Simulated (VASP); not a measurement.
# HgTe (I-4m2) in VASP: a series of runs

HgTe is run at these levels: PBEsol; tasks: single point.

Program: VASP 6.6.1. These are calculated values, not measurements. Logs are shortened: lines on timing, memory, paths and dates and some standing lists are left out, and cuts for length are marked.

### Step 1. The cell of the first run

It takes space group I-4m2 (No. 119, tetragonal). Conventional cell: a = 4.374 Å, b = 4.374 Å, c = 6.512 Å, α = 90.00°, β = 90.00°, γ = 90.00°. Within 3.6 Å of Hg (site symmetry -4m2) lie 4 Te at 2.73 Å. Te (site symmetry -4m2) has 4 Hg at 2.73 Å within 3.6 Å.

### Step 2. Single point, PBEsol (strain -0.050 along x and y, +0.000 along z)

Input file INCAR:

```
SYSTEM = HgTe
PREC = Accurate ; ENCUT = 520
EDIFF = 1E-6 ; ISMEAR = 0
SIGMA = 0.15 ; LREAL = .False.
LASPH = .True. ; NELM = 60
ALGO = Normal ; ISIF = 2
LWAVE = .False. ; LCHARG = .False.
GGA = PS ; NBANDS = 16
```

Input file KPOINTS:

```
Automatic mesh
0
Gamma
  16 16 16
  0 0 0
```

Input file POSCAR:

```
HgTe
1.0
    0.0000000000      3.0930919152      3.2558862265
    3.0930919152      0.0000000000      3.2558862265
    3.0930919152      3.0930919152      0.0000000000
Hg Te
1 1
Direct
    0.0000000000      0.0000000000      0.0000000000
    0.7500000000      0.7500000000      0.7500000000
```

Potentials or basis: VASP PAW PBE potentials, release 64 (Hg, Te).

Command:

```bash
$ cat potpaw_PBE.64/Hg/POTCAR potpaw_PBE.64/Te/POTCAR > POTCAR
$ mpirun -np 1 vasp_std > vasp.out
```

OUTCAR:

```text
SYSTEM = HgTe
   PREC = Accurate
   ENCUT = 520
   EDIFF = 1E-6
   ISMEAR = 0
   LREAL = .False.
   LASPH = .True.
   NELM = 60
   ISIF = 2
   GGA = PS

 ion  position               nearest neighbor table
   1  0.000  0.000  0.000-   2 2.73   2 2.73   2 2.73   2 2.73
   2  0.750  0.750  0.750-   1 2.73   1 2.73   1 2.73   1 2.73

  LATTYP: Found a body centered tetragonal cell.
 ALAT       =     4.3742925361
 C/A-ratio  =     1.4886458551

  Lattice vectors:

 A1 = (  -3.0930919152,   0.0000000000,   3.2558862265)
 A2 = (   3.0930919152,   0.0000000000,   3.2558862265)
 A3 = (   0.0000000000,   3.0930919152,  -3.2558862265)

Analysis of symmetry for initial positions (statically):
=====================================================================
 Subroutine PRICEL returns:
 Original cell was already a primitive cell.

 Routine SETGRP: Setting up the symmetry group for a
 body centered tetragonal supercell.

 Subroutine GETGRP returns: Found  8 space group operations
 (whereof  8 operations were pure point group operations)
 out of a pool of 16 trial point group operations.

The static configuration has the point symmetry D_2d.

Analysis of symmetry for dynamics (positions and initial velocities):
=====================================================================
 Subroutine PRICEL returns:
 Original cell was already a primitive cell.

 Routine SETGRP: Setting up the symmetry group for a
 body centered tetragonal supercell.

 Subroutine GETGRP returns: Found  8 space group operations
 (whereof  8 operations were pure point group operations)
 out of a pool of 16 trial point group operations.

The dynamic configuration has the point symmetry D_2d.

 Subroutine INISYM returns: Found  8 space group operations
 (whereof  8 operations are pure point group operations),
 and found     1 'primitive' translations

----------------------------------------------------------------------------------------

                                     Primitive cell

  volume of cell :      62.2995

  direct lattice vectors                    reciprocal lattice vectors
     0.000000000  3.093091915  3.255886226    -0.161650547  0.161650547  0.153568020
     3.093091915  0.000000000  3.255886226     0.161650547 -0.161650547  0.153568020
     3.093091915  3.093091915  0.000000000     0.161650547  0.161650547 -0.153568020

  length of vectors
     4.490881062  4.490881062  4.374292536     0.275399592  0.275399592  0.275399592

  position of ions in fractional coordinates (direct lattice)
     0.000000000  0.000000000  0.000000000
     0.750000000  0.750000000  0.750000000

  ion indices of the primitive-cell ions
   primitive index   ion index
                 1           1
                 2           2

----------------------------------------------------------------------------------------

 KPOINTS: Automatic mesh

Automatic generation of k-mesh.
 Grid dimensions read from file:
 generate k-points for:   16   16   16

 Generating k-lattice:

  Cartesian coordinates                     Fractional coordinates (reciprocal lattice)
    -0.010103159  0.010103159  0.009598001     0.062500000 -0.000000000  0.000000000
     0.010103159 -0.010103159  0.009598001    -0.000000000  0.062500000  0.000000000
     0.010103159  0.010103159 -0.009598001     0.000000000  0.000000000  0.062500000

  Length of vectors
     0.017212475  0.017212475  0.017212475

  Shift w.r.t. Gamma in fractional coordinates (k-lattice)
     0.000000000  0.000000000  0.000000000

 Subroutine IBZKPT returns following result:
 ===========================================

 Found    349 irreducible k-points:

 Following reciprocal coordinates:
            Coordinates               Weight
  0.000000  0.000000  0.000000      1.000000
  0.062500  0.000000  0.000000      8.000000
  0.125000  0.000000  0.000000      8.000000
  0.187500  0.000000  0.000000      8.000000
  0.250000  0.000000  0.000000      8.000000
  0.312500  0.000000  0.000000      8.000000
[... 16 lines left out ...]
 -0.125000  0.062500  0.000000      8.000000
 -0.062500  0.062500  0.000000      4.000000
 [... further k-points ...]
   k-points           NKPTS =    349   k-points in BZ     NKDIM =    349   number of bands    NBANDS=     16
   number of dos      NEDOS =    301   number of ions     NIONS =      2
   total plane-waves  NPLWV =  46656
   dimension x,y,z NGX =    36 NGY =   36 NGZ =   36
   dimension x,y,z NGXF=    72 NGYF=   72 NGZF=   72
   ions per type =               1   1
   NGX,Y,Z   is equivalent  to a cutoff of  13.33, 13.33, 13.68 a.u.
   NGXF,Y,Z  is equivalent  to a cutoff of  26.65, 26.65, 27.36 a.u.
 SYSTEM =  HgTe
   PREC   = accura    normal or accurate (medium, high low for compatibility)
   ISTART =      0    job   : 0-new  1-cont  2-samecut
   ICHARG =      2    charge: 1-file 2-atom 10-const
   ISPIN  =      1    spin polarized calculation?
   LNONCOLLINEAR =      F non collinear calculations
   LSORBIT =      F    spin-orbit coupling
   LASPH  =      T    aspherical Exc in radial PAW
   ENCUT  =  520.0 eV  38.22 Ry    6.18 a.u.   8.35  8.35  8.13*2*pi/ulx,y,z
   NELM   =     60;   NELMIN=  2; NELMDL= -5     # of ELM steps
   EDIFF  = 0.1E-05   stopping-criterion for ELM
   LREAL  =      F    real-space projection
   EDIFFG = 0.1E-04   stopping-criterion for IOM
   NSW    =      0    number of steps for IOM
   IBRION =     -1    ionic relax: 0-MD 1-quasi-New 2-CG
   NFREE  =      0    steps in history (QN), initial steepest desc. (CG)
   ISIF   =      2    stress and relaxation
   ISYM   =      2    0-nonsym 1-usesym 2-fastsym
   POTIM  = 0.5000    time-step for ionic-motion
   TEBEG  =    0.0;   TEEND  =   0.0 temperature during run
   PSTRESS=    0.0 pullay stress
   NELECT =      18.0000    total number of electrons
   NUPDOWN=      -1.0000    fix difference up-down
   EMIN   =  10.00;   EMAX   =-10.00  energy-range for DOS
   EFERMI =   0.00;   METHOD = LEGACY
   ISMEAR =     0;   SIGMA  =   0.15  broadening in eV -4-tet -1-fermi 0-gaus
   EFERMI_NEDOS =   21; number of points for ismear=-14 and -15
   IALGO  =     38    algorithm
   IMIX   =      4    mixing-type and parameters
     AMIX     =   0.40;   BMIX     =  1.00
     AMIX_MAG =   1.60;   BMIX_MAG =  1.00
  volume/ion in A,a.u.               =      31.15       210.21
  Fermi-wavevector in a.u.,A,eV,Ry     =   1.082274  2.045202 15.936747  1.171318
  Thomas-Fermi vector in A             =   2.218312
   LORBIT       =      0    0 simple, 1 ext, 2 COOP (PROOUT), +10 PAW based schemes
   GGA     = PS    functional components
   LHFCALC =     F    Hartree Fock is set to
   AEXX    =    0.0000 exact exchange contribution
   IVDW    =     0    specifies the selected vdW correction
   LEPSILON=     F    determine dielectric tensor
   LRPA    =     F    only Hartree local field effects (RPA)
 non-spin polarized calculation
 Gauss-broadening in eV      SIGMA  =   0.15
  energy-cutoff  :      520.00
  volume of cell :       62.30
 maximum number of plane-waves:      1697
 NGX is ok and might be reduce to    36
   NGX = 17   NGY = 17   NGZ = 17

 number of electron      18.0000002 magnetization

 Free energy of the ion-electron system (eV)
  ---------------------------------------------------
  ext. energy  EPLUGINS =         0.00000000
  ---------------------------------------------------
  free energy    TOTEN  =        -4.26183776 eV

  energy without entropy =       -4.26168009  energy(sigma->0) =       -4.26175893

 E-fermi :   4.0181     XC(G=0):  -9.3126

 val. band max:        3.9142091741   @ k =   0.0000   0.0000   0.0000
 cond. band min:       4.2150208640   @ k =   0.0625   0.0000   0.0000
 fundamental gap:      0.3008116899
 Fermi energy:         4.0180505909

 k-point     1 :       0.0000    0.0000    0.0000
  band No.  band energies     occupation
      1      -8.7951      2.00000
      2      -4.0138      2.00000
      3      -3.9978      2.00000
      4      -3.9978      2.00000
      5      -3.3920      2.00000
      6      -3.3436      2.00000
[... 8 lines left out ...]
     15      13.0512      0.00000
     16      13.0756      0.00000

 k-point     2 :       0.0625    0.0000    0.0000
  band No.  band energies     occupation
      1      -8.7716      2.00000
      2      -4.0089      2.00000
      3      -3.9911      2.00000
      4      -3.9909      2.00000
      5      -3.3923      2.00000
      6      -3.3451      2.00000
[... 8 lines left out ...]
     15      12.5574      0.00000
     16      13.2342      0.00000

 k-point     3 :       0.1250    0.0000    0.0000
  band No.  band energies     occupation
      1      -8.7037      2.00000
      2      -3.9936      2.00000
      3      -3.9714      2.00000
      4      -3.9695      2.00000
      5      -3.3923      2.00000
      6      -3.3491      2.00000
[... 8 lines left out ...]
     15      12.2437      0.00000
     16      12.7485      0.00000

 k-point     4 :       0.1875    0.0000    0.0000
  band No.  band energies     occupation
      1      -8.5990      2.00000
      2      -3.9668      2.00000
      3      -3.9430      2.00000
      4      -3.9279      2.00000
      5      -3.3900      2.00000
      6      -3.3534      2.00000
[... 8 lines left out ...]
     15      12.2092      0.00000
     16      12.4471      0.00000

 k-point     5 :       0.2500    0.0000    0.0000
  band No.  band energies     occupation
      1      -8.4707      2.00000
      2      -3.9357      2.00000
      3      -3.9111      2.00000
      4      -3.8491      2.00000
      5      -3.3828      2.00000
      6      -3.3558      2.00000
[... 8 lines left out ...]
     15      12.2842      0.00000
     16      12.3785      0.00000

 k-point     6 :       0.3125    0.0000    0.0000
  band No.  band energies     occupation
      1      -8.3369      2.00000
      2      -3.9092      2.00000
      3      -3.8816      2.00000
      4      -3.7119      2.00000
      5      -3.3694      2.00000
      6      -3.3546      2.00000
[... 8 lines left out ...]
     15      12.5698      0.00000
     16      12.5994      0.00000

 k-point     7 :       0.3750    0.0000    0.0000
  band No.  band energies     occupation
      1      -8.2190      2.00000
      2      -3.8906      2.00000
      3      -3.8589      2.00000
      4      -3.5060      2.00000
      5      -3.3501      2.00000
      6      -3.3475      2.00000
[... 8 lines left out ...]
     15      12.9859      0.00000
     16      13.1394      0.00000

 k-point     8 :       0.4375    0.0000    0.0000
  band No.  band energies     occupation
      1      -8.1379      2.00000
      2      -3.8801      2.00000
      3      -3.8451      2.00000
      4      -3.3608      2.00000
      5      -3.3450      2.00000
      6      -3.2005      2.00000
[... 8 lines left out ...]
     15      13.5035      0.00000
     16      13.7543      0.00000

 k-point     9 :       0.5000    0.0000    0.0000
  band No.  band energies     occupation
      1      -8.1090      2.00000
      2      -3.8768      2.00000
      3      -3.8406      2.00000
      4      -3.3492      2.00000
      5      -3.3428      2.00000
      6      -3.0113      2.00000
[... 8 lines left out ...]
     15      13.7987      0.00000
     16      14.0761      0.00000
[... 172 lines left out ...]
 k-point    19 :      -0.3750    0.0625    0.0000
  band No.  band energies     occupation
      1      -8.1723      2.00000
      2      -3.8805      2.00000
      3      -3.8494      2.00000
      4      -3.4632      2.00000
      5      -3.3579      2.00000
      6      -3.2761      2.00000
[... 8 lines left out ...]
     15      12.8204      0.00000
     16      13.9298      0.00000

 k-point    20 :      -0.3125    0.0625    0.0000
  band No.  band energies     occupation
      1      -8.2776      2.00000
      2      -3.8960      2.00000
      3      -3.8719      2.00000
      4      -3.6548      2.00000
      5      -3.3658      2.00000
      6      -3.3324      2.00000
[... 8 lines left out ...]
     15      12.3316      0.00000
     16      13.3490      0.00000

 k-point    21 :      -0.2500    0.0625    0.0000
  band No.  band energies     occupation
      1      -8.4063      2.00000
      2      -3.9225      2.00000
      3      -3.9013      2.00000
      4      -3.8033      2.00000
      5      -3.3689      2.00000
      6      -3.3564      2.00000
[... 8 lines left out ...]
     15      12.0567      0.00000
     16      12.8431      0.00000

 k-point    22 :      -0.1875    0.0625    0.0000
  band No.  band energies     occupation
      1      -8.5371      2.00000
      2      -3.9575      2.00000
      3      -3.9334      2.00000
      4      -3.8918      2.00000
      5      -3.3716      2.00000
      6      -3.3663      2.00000
[... 8 lines left out ...]
     15      12.0378      0.00000
     16      12.5628      0.00000

 k-point    23 :      -0.1250    0.0625    0.0000
  band No.  band energies     occupation
      1      -8.6506      2.00000
      2      -3.9870      2.00000
      3      -3.9624      2.00000
      4      -3.9432      2.00000
      5      -3.3810      2.00000
      6      -3.3596      2.00000
[... 8 lines left out ...]
     15      12.2569      0.00000
     16      12.5648      0.00000

 k-point    24 :      -0.0625    0.0625    0.0000
  band No.  band energies     occupation
      1      -8.7320      2.00000
      2      -4.0017      2.00000
      3      -3.9829      2.00000
      4      -3.9765      2.00000
      5      -3.3871      2.00000
      6      -3.3517      2.00000
[... 8 lines left out ...]
     15      12.6694      0.00000
     16      12.8225      0.00000

 [... further k-points ...]

------------------------ aborting loop because EDIFF is reached ----------------------------------------

  FORCE on cell =-STRESS in cart. coord.  units (eV):
  Direction    XX          YY          ZZ          XY          YZ          ZX
  --------------------------------------------------------------------------------------
  -------------------------------------------------------------------------------------
  Total        2.2901399      2.2901399      2.0254149      0.0000000      0.0000000     -0.0000000
  in kB       58.8962622     58.8962622     52.0882447      0.0000000      0.0000000     -0.0000000
  external PRESSURE =      56.6269230 kB  Pullay stress =       0.0000000 kB

 VOLUME and BASIS-vectors are now :
 -----------------------------------------------------------------------------
  energy-cutoff  :      520.00
  volume of cell :       62.30
      direct lattice vectors                 reciprocal lattice vectors
     0.000000000  3.093091915  3.255886226    -0.161650547  0.161650547  0.153568020
     3.093091915  0.000000000  3.255886226     0.161650547 -0.161650547  0.153568020
     3.093091915  3.093091915  0.000000000     0.161650547  0.161650547 -0.153568020

 POSITION                                       TOTAL-FORCE (eV/Angst)
 -----------------------------------------------------------------------------------
      0.00000      0.00000      0.00000        -0.000000     -0.000000      0.000000
      4.63964      4.63964      4.88383         0.000000      0.000000      0.000000
 -----------------------------------------------------------------------------------
    total drift:                               -0.000000     -0.000000      0.000000

  FREE ENERGIE OF THE ION-ELECTRON SYSTEM (eV)
  ---------------------------------------------------
  free  energy   TOTEN  =        -4.2618377646 eV

  energy  without entropy=       -4.2616800889  energy(sigma->0) =       -4.26175893
```

Wall time 7.9 min (1 thread of Intel Xeon 8259CL, shared host); peak memory 0.49 GiB.

Results:

| Item | Value |
| --- | --- |
| Free energy | -4.2618 eV |
| Pressure | 5.7 GPa |
| Band gap on the k mesh | zero (filled and empty bands touch) |

Stress tensor (GPa, compression positive):
```
5.89 0.00 0.00
0.00 5.89 0.00
0.00 0.00 5.21
```

Caveat: the cell differs from its parent crystal (strain -0.050 along x and y, +0.000 along z); the cell stands under pressure; semilocal functionals underestimate gaps, so a narrow gap can read as zero; the PAW data sets were made with another functional, which shifts forces and pressure a little; spin-orbit coupling is left out, which moves the levels of the heavy elements.

### Step 3. Single point, PBEsol (strain -0.025 along x and y, -0.050 along z)

Input file INCAR:

```
SYSTEM = HgTe
PREC = Accurate
ENCUT = 520
EDIFF = 1E-7
ISMEAR = 0
SIGMA = 0.15
LREAL = .FALSE.
LASPH = .TRUE.
NELM = 100
ALGO = Normal
ISIF = 2
LWAVE = .FALSE.
LCHARG = .FALSE.
GGA = PS
NBANDS = 16
```

Input file KPOINTS:

```
regular mesh
0
G
  16 16 16
  0 0 0
```

Input file POSCAR:

```
HgTe
1.0
    0.0000000000      3.1744890708      3.0930919152
    3.1744890708      0.0000000000      3.0930919152
    3.1744890708      3.1744890708      0.0000000000
Hg Te
1 1
Direct
    0.0000000000      0.0000000000      0.0000000000
    0.7500000000      0.7500000000      0.7500000000
```

Potentials or basis: VASP PAW PBE potentials, release 64 (Hg, Te).

Command:

```bash
$ cat potpaw_PBE.64/Hg/POTCAR potpaw_PBE.64/Te/POTCAR > POTCAR
$ mpirun -np 1 vasp_std > vasp.out
```

Run time: 6.8 min. Hardware: 1 thread of Intel Xeon 8259CL, shared host; peak memory 0.49 GiB.

Results (log left out):

| Property | Result |
| --- | --- |
| Free energy | -4.2667 eV |
| Pressure | 5.7 GPa |

Stress tensor (GPa, compression positive):
```
5.57 0.00 0.00
0.00 5.57 0.00
0.00 0.00 5.84
```

Levels at points of the mesh, in eV from the Fermi level:
```
           k point  band 5  band 6  band 7  band 8  band 9  band 10  band 11  band 12  band 13  band 14
(0.00, 0.00, 0.00)   -7.37   -7.35   -0.75   -0.18   -0.18    -0.08     3.88     3.88     3.88     6.11
(0.50, 0.00, 0.00)   -7.34   -7.01   -6.24   -1.38   -1.25     0.48     4.66     4.83     6.50     7.86
(0.50, 0.50, 0.00)   -7.29   -6.78   -5.98   -2.88   -2.88     1.50     1.93     8.39     9.00     9.00
(0.50, 0.00, 0.50)   -7.29   -6.84   -6.11   -2.80   -2.73     1.70     2.06     8.20     8.90     9.05
```

Caveat: the cell differs from its parent crystal (strain -0.025 along x and y, -0.050 along z); the cell stands under pressure; the PAW data sets were made with another functional, which shifts forces and pressure a little; spin-orbit coupling is left out, which moves the levels of the heavy elements.
